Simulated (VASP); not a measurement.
# Sc (Im-3m) in VASP: notebook

The runs below take Sc through single point, with PBE.

Everything below comes from runs of VASP 6.6.1. Logs are shortened: lines on timing, memory, paths and dates and some standing lists are left out, and cuts for length are marked.

## 1. The cell of the first run

The structure is cubic, space group Im-3m (No. 229). Conventional cell: a = 3.552 Å, b = 3.552 Å, c = 3.552 Å, α = 90.00°, β = 90.00°, γ = 90.00°. Sc (site symmetry m-3m) has 14 Sc at 3.08 to 3.55 Å within 4.0 Å.

## 2. Single point, PBE (volume scaled by 0.9)

File INCAR:

```
SYSTEM = Sc
  PREC = Accurate
  ENCUT = 520
  EDIFF = 1E-6
  ISMEAR = -1
  SIGMA = 0.05
  LREAL = .False.
  LASPH = .True.
  NELM = 80
  ALGO = Normal
  ISIF = 2
  LWAVE = .False.
  LCHARG = .False.
  GGA = PE
  NBANDS = 12
```

File KPOINTS:

```
regular mesh
0
Gamma
  16 16 16
  0 0 0
```

File POSCAR:

```
Sc
1.0
   -1.7759114108      1.7759114108      1.7759114108
    1.7759114108     -1.7759114108      1.7759114108
    1.7759114108      1.7759114108     -1.7759114108
Sc
1
Direct
    0.0000000000      0.0000000000      0.0000000000
```

Potentials or basis: VASP PAW PBE potentials, release 64 (Sc_sv).

Launch:

```bash
cat potpaw_PBE.64/Sc_sv/POTCAR > POTCAR
mpirun -np 1 vasp_std > vasp.out
```

OUTCAR:

```text
SYSTEM = Sc
   PREC = Accurate
   ENCUT = 520
   EDIFF = 1E-6
   ISMEAR = -1
   LREAL = .False.
   LASPH = .True.
   NELM = 80
   ISIF = 2
   GGA = PE

 ion  position               nearest neighbor table
   1  0.000  0.000  0.000-

  LATTYP: Found a body centered cubic cell.
 ALAT       =     3.5518228216

  Lattice vectors:

 A1 = (  -1.7759114108,   1.7759114108,   1.7759114108)
 A2 = (   1.7759114108,  -1.7759114108,   1.7759114108)
 A3 = (   1.7759114108,   1.7759114108,  -1.7759114108)

Analysis of symmetry for initial positions (statically):
=====================================================================
 Subroutine PRICEL returns:
 Original cell was already a primitive cell.

 Routine SETGRP: Setting up the symmetry group for a
 body centered cubic supercell.

 Subroutine GETGRP returns: Found 48 space group operations
 (whereof 48 operations were pure point group operations)
 out of a pool of 48 trial point group operations.

The static configuration has the point symmetry O_h .

Analysis of symmetry for dynamics (positions and initial velocities):
=====================================================================
 Subroutine PRICEL returns:
 Original cell was already a primitive cell.

 Routine SETGRP: Setting up the symmetry group for a
 body centered cubic supercell.

 Subroutine GETGRP returns: Found 48 space group operations
 (whereof 48 operations were pure point group operations)
 out of a pool of 48 trial point group operations.

The dynamic configuration has the point symmetry O_h .

 Subroutine INISYM returns: Found 48 space group operations
 (whereof 48 operations are pure point group operations),
 and found     1 'primitive' translations

----------------------------------------------------------------------------------------

                                     Primitive cell

  volume of cell :      22.4039

  direct lattice vectors                    reciprocal lattice vectors
    -1.775911411  1.775911411  1.775911411     0.000000000  0.281545575  0.281545575
     1.775911411 -1.775911411  1.775911411     0.281545575  0.000000000  0.281545575
     1.775911411  1.775911411 -1.775911411     0.281545575  0.281545575  0.000000000

  length of vectors
     3.075968793  3.075968793  3.075968793     0.398165571  0.398165571  0.398165571

  position of ions in fractional coordinates (direct lattice)
     0.000000000  0.000000000  0.000000000

  ion indices of the primitive-cell ions
   primitive index   ion index
                 1           1

----------------------------------------------------------------------------------------

 KPOINTS: regular mesh

Automatic generation of k-mesh.
 Grid dimensions read from file:
 generate k-points for:   16   16   16

 Generating k-lattice:

  Cartesian coordinates                     Fractional coordinates (reciprocal lattice)
     0.000000000  0.017596598  0.017596598     0.062500000  0.000000000  0.000000000
     0.017596598  0.000000000  0.017596598     0.000000000  0.062500000  0.000000000
     0.017596598  0.017596598  0.000000000     0.000000000  0.000000000  0.062500000

  Length of vectors
     0.024885348  0.024885348  0.024885348

  Shift w.r.t. Gamma in fractional coordinates (k-lattice)
     0.000000000  0.000000000  0.000000000

 Subroutine IBZKPT returns following result:
 ===========================================

 Found    145 irreducible k-points:

 Following reciprocal coordinates:
            Coordinates               Weight
  0.000000  0.000000  0.000000      1.000000
  0.062500  0.000000  0.000000     12.000000
  0.125000  0.000000  0.000000     12.000000
  0.187500  0.000000  0.000000     12.000000
  0.250000  0.000000  0.000000     12.000000
  0.312500  0.000000  0.000000     12.000000
[... 16 lines left out ...]
  0.187500  0.187500  0.000000     24.000000
  0.250000  0.187500  0.000000     48.000000
 [... further k-points ...]
   k-points           NKPTS =    145   k-points in BZ     NKDIM =    145   number of bands    NBANDS=     12
   number of dos      NEDOS =    301   number of ions     NIONS =      1
   total plane-waves  NPLWV =  13824
   dimension x,y,z NGX =    24 NGY =   24 NGZ =   24
   dimension x,y,z NGXF=    48 NGYF=   48 NGZF=   48
   ions per type =               1
   NGX,Y,Z   is equivalent  to a cutoff of  12.97, 12.97, 12.97 a.u.
   NGXF,Y,Z  is equivalent  to a cutoff of  25.94, 25.94, 25.94 a.u.
 SYSTEM =  Sc
   PREC   = accura    normal or accurate (medium, high low for compatibility)
   ISTART =      0    job   : 0-new  1-cont  2-samecut
   ICHARG =      2    charge: 1-file 2-atom 10-const
   ISPIN  =      1    spin polarized calculation?
   LNONCOLLINEAR =      F non collinear calculations
   LSORBIT =      F    spin-orbit coupling
   LASPH  =      T    aspherical Exc in radial PAW
   ENCUT  =  520.0 eV  38.22 Ry    6.18 a.u.   5.72  5.72  5.72*2*pi/ulx,y,z
   NELM   =     80;   NELMIN=  2; NELMDL= -5     # of ELM steps
   EDIFF  = 0.1E-05   stopping-criterion for ELM
   LREAL  =      F    real-space projection
   EDIFFG = 0.1E-04   stopping-criterion for IOM
   NSW    =      0    number of steps for IOM
   IBRION =     -1    ionic relax: 0-MD 1-quasi-New 2-CG
   NFREE  =      0    steps in history (QN), initial steepest desc. (CG)
   ISIF   =      2    stress and relaxation
   ISYM   =      2    0-nonsym 1-usesym 2-fastsym
   POTIM  = 0.5000    time-step for ionic-motion
   TEBEG  =    0.0;   TEEND  =   0.0 temperature during run
   PSTRESS=    0.0 pullay stress
   NELECT =      11.0000    total number of electrons
   NUPDOWN=      -1.0000    fix difference up-down
   EMIN   =  10.00;   EMAX   =-10.00  energy-range for DOS
   EFERMI =   0.00;   METHOD = LEGACY
   ISMEAR =    -1;   SIGMA  =   0.05  broadening in eV -4-tet -1-fermi 0-gaus
   EFERMI_NEDOS =   21; number of points for ismear=-14 and -15
   IALGO  =     38    algorithm
   IMIX   =      4    mixing-type and parameters
     AMIX     =   0.40;   BMIX     =  1.00
     AMIX_MAG =   1.60;   BMIX_MAG =  1.00
  volume/ion in A,a.u.               =      22.40       151.19
  Fermi-wavevector in a.u.,A,eV,Ry     =   1.291510  2.440600 22.694491  1.667998
  Thomas-Fermi vector in A             =   2.423275
   LORBIT       =      0    0 simple, 1 ext, 2 COOP (PROOUT), +10 PAW based schemes
   GGA     = PE    functional components
   LHFCALC =     F    Hartree Fock is set to
   AEXX    =    0.0000 exact exchange contribution
   IVDW    =     0    specifies the selected vdW correction
   LEPSILON=     F    determine dielectric tensor
   LRPA    =     F    only Hartree local field effects (RPA)
 non-spin polarized calculation
  energy-cutoff  :      520.00
  volume of cell :       22.40
 maximum number of plane-waves:       622
   NGX = 11   NGY = 11   NGZ = 11

 number of electron      10.9999996 magnetization

 Free energy of the ion-electron system (eV)
  ---------------------------------------------------
  ext. energy  EPLUGINS =         0.00000000
  ---------------------------------------------------
  free energy    TOTEN  =        -6.10638988 eV

  energy without entropy =       -6.08608764  energy(sigma->0) =       -6.09623876

 E-fermi :   4.3906     XC(G=0): -10.2699

 val. band max:        4.3864280417   @ k =   0.3125   0.1875   0.1250
 cond. band min:       4.3936807005   @ k =   0.3125   0.1250   0.1250
 fundamental gap:      0.0072526588
 Fermi energy:         4.3906415811

 k-point     1 :       0.0000    0.0000    0.0000
  band No.  band energies     occupation
      1     -44.9609      2.00000
      2     -23.3042      2.00000
      3     -23.3042      2.00000
      4     -23.3042      2.00000
      5      -1.0333      2.00000
      6       5.9647      0.00000
      7       5.9647      0.00000
      8       5.9647      0.00000
      9       7.5415      0.00000
     10       7.5415      0.00000
     11      19.1188      0.00000
     12      19.1188      0.00000

 k-point     2 :       0.0625    0.0000    0.0000
  band No.  band energies     occupation
      1     -44.9573      2.00000
      2     -23.3257      2.00000
      3     -23.3108      2.00000
      4     -23.3043      2.00000
      5      -0.9188      2.00000
      6       5.9045      0.00000
      7       5.9426      0.00000
      8       6.0521      0.00000
      9       7.4688      0.00000
     10       7.5446      0.00000
     11      18.9905      0.00000
     12      19.1181      0.00000

 k-point     3 :       0.1250    0.0000    0.0000
  band No.  band energies     occupation
      1     -44.9470      2.00000
      2     -23.3866      2.00000
      3     -23.3295      2.00000
      4     -23.3047      2.00000
      5      -0.5843      2.00000
      6       5.7386      0.00000
      7       5.8429      0.00000
      8       6.3089      0.00000
      9       7.3211      0.00000
     10       7.5573      0.00000
     11      18.5186      0.00000
     12      18.9863      0.00000

 k-point     4 :       0.1875    0.0000    0.0000
  band No.  band energies     occupation
      1     -44.9317      2.00000
      2     -23.4767      2.00000
      3     -23.3575      2.00000
      4     -23.3052      2.00000
      5      -0.0578      2.00000
      6       5.5036      0.00000
      7       5.6091      0.00000
      8       6.7176      0.00000
      9       7.2416      0.00000
     10       7.5878      0.00000
     11      17.5809      0.00000
     12      18.4890      0.00000

 k-point     5 :       0.2500    0.0000    0.0000
  band No.  band energies     occupation
      1     -44.9135      2.00000
      2     -23.5811      2.00000
      3     -23.3902      2.00000
      4     -23.3059      2.00000
      5       0.6087      2.00000
      6       5.2442      0.00000
      7       5.2807      0.00000
      8       7.2463      0.00000
      9       7.2832      0.00000
     10       7.6423      0.00000
     11      16.2705      0.00000
     12      17.6987      0.00000

 k-point     6 :       0.3125    0.0000    0.0000
  band No.  band energies     occupation
      1     -44.8953      2.00000
      2     -23.6837      2.00000
      3     -23.4227      2.00000
      4     -23.3066      2.00000
      5       1.3263      2.00000
      6       4.9915      0.00001
      7       5.0011      0.00001
      8       7.3893      0.00000
      9       7.7191      0.00000
     10       7.8422      0.00000
     11      14.8413      0.00000
     12      16.8732      0.00000

 k-point     7 :       0.3750    0.0000    0.0000
  band No.  band energies     occupation
      1     -44.8798      2.00000
      2     -23.7693      2.00000
      3     -23.4501      2.00000
      4     -23.3072      2.00000
      5       1.9532      2.00000
      6       4.8062      0.00049
      7       4.8738      0.00013
      8       7.4873      0.00000
      9       7.8043      0.00000
     10       8.4222      0.00000
     11      13.5376      0.00000
     12      16.1846      0.00000

 k-point     8 :       0.4375    0.0000    0.0000
  band No.  band energies     occupation
      1     -44.8694      2.00000
      2     -23.8259      2.00000
      3     -23.4684      2.00000
      4     -23.3076      2.00000
      5       2.3380      2.00000
      6       4.6810      0.00599
      7       4.9603      0.00002
      8       7.5301      0.00000
      9       7.8730      0.00000
     10       8.8649      0.00000
     11      12.5929      0.00000
     12      15.7319      0.00000
[... 166 lines left out ...]
 k-point    20 :       0.3125    0.1250    0.0000
  band No.  band energies     occupation
      1     -44.8754      2.00000
      2     -23.7577      2.00000
      3     -23.4691      2.00000
      4     -23.3342      2.00000
      5       2.2366      2.00000
      6       4.6162      0.02173
      7       4.8350      0.00028
      8       7.3657      0.00000
      9       7.9057      0.00000
     10       8.7431      0.00000
     11      13.5461      0.00000
     12      15.7471      0.00000

 k-point    21 :       0.3750    0.1250    0.0000
  band No.  band energies     occupation
      1     -44.8658      2.00000
      2     -23.8027      2.00000
      3     -23.4929      2.00000
      4     -23.3352      2.00000
      5       2.6314      2.00000
      6       4.6121      0.02356
      7       4.7575      0.00130
      8       7.4501      0.00000
      9       7.9693      0.00000
     10       9.2181      0.00000
     11      12.5351      0.00000
     12      15.3456      0.00000

 k-point    22 :       0.4375    0.1250    0.0000
  band No.  band energies     occupation
      1     -44.8624      2.00000
      2     -23.8183      2.00000
      3     -23.5013      2.00000
      4     -23.3355      2.00000
      5       2.7491      2.00000
      6       4.6215      0.01956
      7       4.7717      0.00098
      8       7.4656      0.00000
      9       8.0106      0.00000
     10       9.4107      0.00000
     11      12.1409      0.00000
     12      15.1990      0.00000

 k-point    23 :       0.1875    0.1875    0.0000
  band No.  band energies     occupation
      1     -44.8911      2.00000
      2     -23.6723      2.00000
      3     -23.4310      2.00000
      4     -23.3425      2.00000
      5       1.5606      2.00000
      6       4.7576      0.00130
      7       5.0403      0.00000
      8       7.1507      0.00000
      9       7.8661      0.00000
     10       8.1364      0.00000
     11      15.6016      0.00000
     12      15.7702      0.00000

 k-point    24 :       0.2500    0.1875    0.0000
  band No.  band energies     occupation
      1     -44.8768      2.00000
      2     -23.7269      2.00000
      3     -23.4755      2.00000
      4     -23.3495      2.00000
      5       2.2428      2.00000
      6       4.4914      0.23525
      7       4.8885      0.00009
      8       7.2638      0.00000
      9       7.9136      0.00000
     10       8.7777      0.00000
     11      14.2277      0.00000
     12      15.1186      0.00000

 [... further k-points ...]
[... 5 lines left out ...]
  --------------------------------------------------------------------------------------
  -------------------------------------------------------------------------------------
  Total        0.9245407      0.9245407      0.9245407      0.0000000      0.0000000      0.0000000
  in kB       66.1169376     66.1169376     66.1169376      0.0000000      0.0000000      0.0000000
  external PRESSURE =      66.1169376 kB  Pullay stress =       0.0000000 kB

 VOLUME and BASIS-vectors are now :
 -----------------------------------------------------------------------------
  energy-cutoff  :      520.00
  volume of cell :       22.40
      direct lattice vectors                 reciprocal lattice vectors
    -1.775911411  1.775911411  1.775911411     0.000000000  0.281545575  0.281545575
     1.775911411 -1.775911411  1.775911411     0.281545575  0.000000000  0.281545575
     1.775911411  1.775911411 -1.775911411     0.281545575  0.281545575  0.000000000

 POSITION                                       TOTAL-FORCE (eV/Angst)
 -----------------------------------------------------------------------------------
      0.00000      0.00000      0.00000         0.000000     -0.000000      0.000000
 -----------------------------------------------------------------------------------
    total drift:                               -0.000000      0.000000      0.000000

  FREE ENERGIE OF THE ION-ELECTRON SYSTEM (eV)
  ---------------------------------------------------
  free  energy   TOTEN  =        -6.1063898800 eV

  energy  without entropy=       -6.0860876352  energy(sigma->0) =       -6.09623876
```

Wall time 20 s (1 thread of Intel Xeon Platinum 8259CL at 2.50GHz (Skylake/Cascade Lake), shared host); peak memory 0.16 GiB.

What came out:

| Quantity | Value |
| --- | --- |
| Free energy | -6.1064 eV |
| Pressure | 6.6 GPa |

Caveat: the cell differs from its parent crystal (volume scaled by 0.9).

## 3. Single point, PBE

This run uses another cell than the first one, of 24.89 Å³/atom, 1.111 times its volume.

File INCAR:

```
SYSTEM = Sc
ALGO = Normal
EDIFF = 1E-6
ENCUT = 520
GGA = PE
ISIF = 2
ISMEAR = -1
LASPH = .True.
LCHARG = .False.
LREAL = .False.
LWAVE = .False.
NBANDS = 12
NELM = 60
PREC = Accurate
SIGMA = 0.05
```

File KPOINTS:

```
k-points
0
Gamma
  16 16 16
  0 0 0
```

File POSCAR:

```
Sc
1.0
   -1.8393898878      1.8393898878      1.8393898878
    1.8393898878     -1.8393898878      1.8393898878
    1.8393898878      1.8393898878     -1.8393898878
Sc
1
Direct
    0.0000000000      0.0000000000      0.0000000000
```

Potentials or basis: VASP PAW PBE potentials, release 64 (Sc_sv).

Launch:

```bash
cat potpaw_PBE.64/Sc_sv/POTCAR > POTCAR
mpirun -np 1 vasp_std > vasp.out
```

OUTCAR:

```text
SYSTEM = Sc
   EDIFF = 1E-6
   ENCUT = 520
   GGA = PE
   ISIF = 2
   ISMEAR = -1
   LASPH = .True.
   LREAL = .False.
   NELM = 60
   PREC = Accurate

 ion  position               nearest neighbor table
   1  0.000  0.000  0.000-

  LATTYP: Found a body centered cubic cell.
 ALAT       =     3.6787797756

  Lattice vectors:

 A1 = (  -1.8393898878,   1.8393898878,   1.8393898878)
 A2 = (   1.8393898878,  -1.8393898878,   1.8393898878)
 A3 = (   1.8393898878,   1.8393898878,  -1.8393898878)

Analysis of symmetry for initial positions (statically):
[... 528 lines left out ...]
      5       1.5990      2.00000
      6       3.8605      0.14714
      7       4.2118      0.00014
      8       6.3127      0.00000
      9       6.8600      0.00000
     10       7.6111      0.00000
     11      12.5520      0.00000
     12      13.4849      0.00000

 [... further k-points ...]
[... 5 lines left out ...]
  --------------------------------------------------------------------------------------
  -------------------------------------------------------------------------------------
  Total       -0.0012819     -0.0012819     -0.0012819      0.0000000      0.0000000      0.0000000
  in kB       -0.0825083     -0.0825083     -0.0825083      0.0000000      0.0000000      0.0000000
  external PRESSURE =      -0.0825083 kB  Pullay stress =       0.0000000 kB

 VOLUME and BASIS-vectors are now :
 -----------------------------------------------------------------------------
  energy-cutoff  :      520.00
  volume of cell :       24.89
      direct lattice vectors                 reciprocal lattice vectors
    -1.839389888  1.839389888  1.839389888     0.000000000  0.271829264  0.271829264
     1.839389888 -1.839389888  1.839389888     0.271829264  0.000000000  0.271829264
     1.839389888  1.839389888 -1.839389888     0.271829264  0.271829264  0.000000000

 POSITION                                       TOTAL-FORCE (eV/Angst)
 -----------------------------------------------------------------------------------
      0.00000      0.00000      0.00000        -0.000000      0.000000     -0.000000
 -----------------------------------------------------------------------------------
    total drift:                                0.000000      0.000000      0.000000

  FREE ENERGIE OF THE ION-ELECTRON SYSTEM (eV)
  ---------------------------------------------------
  free  energy   TOTEN  =        -6.1552482843 eV

  energy  without entropy=       -6.1334773847  energy(sigma->0) =       -6.14436283
```

Wall time 22 s (1 thread of Intel Xeon Platinum 8259CL at 2.50GHz (Skylake/Cascade Lake), shared host); peak memory 0.16 GiB.

Results:

```yaml
Free_energy: -6.1552 eV
Pressure: 0.0 GPa
```
